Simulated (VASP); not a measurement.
Write the native input for VASP 6.6.1 that does the following.

```yaml
Task: single point
Functional: PBEsol
Potentials_or_basis: VASP PAW PBE potentials, release 64 (Li_sv)
Cutoff: 520 eV
k_mesh: 14 × 14 × 8
Occupations: fermi-dirac, width 0.1 eV
Spin: no spin polarisation
Dipole_correction: no
Further_INCAR_settings: ALGO = Normal; EDIFF = 1e-07; NBANDS = 10
```

The structure of Li lies in POSCAR:

```
Li
1.0
    2.5498650408      0.0000000000      0.0000000000
   -1.2749325204      2.2082479016      0.0000000000
    0.0000000000      0.0000000000      4.1684463798
Li
2
Direct
    0.3333333333      0.6666666667      0.2500000000
    0.6666666667      0.3333333333      0.7500000000
```

This cell differs from its parent crystal: volume scaled by 0.58.

One way to write it, as run:

INCAR

```
PREC = Accurate
ENCUT = 520
EDIFF = 1E-7
ISMEAR = -1
SIGMA = 0.1
LREAL = False
LASPH = True
NELM = 60
ALGO = Normal
ISIF = 2
LWAVE = False
LCHARG = True
GGA = PS
LELF = True
LVHAR = True
NBANDS = 10
```

KPOINTS

```
Automatic mesh
0
Gamma
  14 14 8
```

Potentials or basis: VASP PAW PBE potentials, release 64 (Li_sv).

Command:

```bash
$ cat potpaw_PBE.64/Li_sv/POTCAR > POTCAR
$ mpirun -np 1 vasp_std > vasp.out
```

It gave:

```yaml
Band_gap_on_the_k_mesh: zero (band 3 reaches 5.04 eV, above the bottom of band 4 at -0.28 eV)
```

It took 9.1 s on 1 thread of Intel(R) Xeon(R) 6975P-C (Granite Rapids) (shared host), peak memory 0.14 GiB.
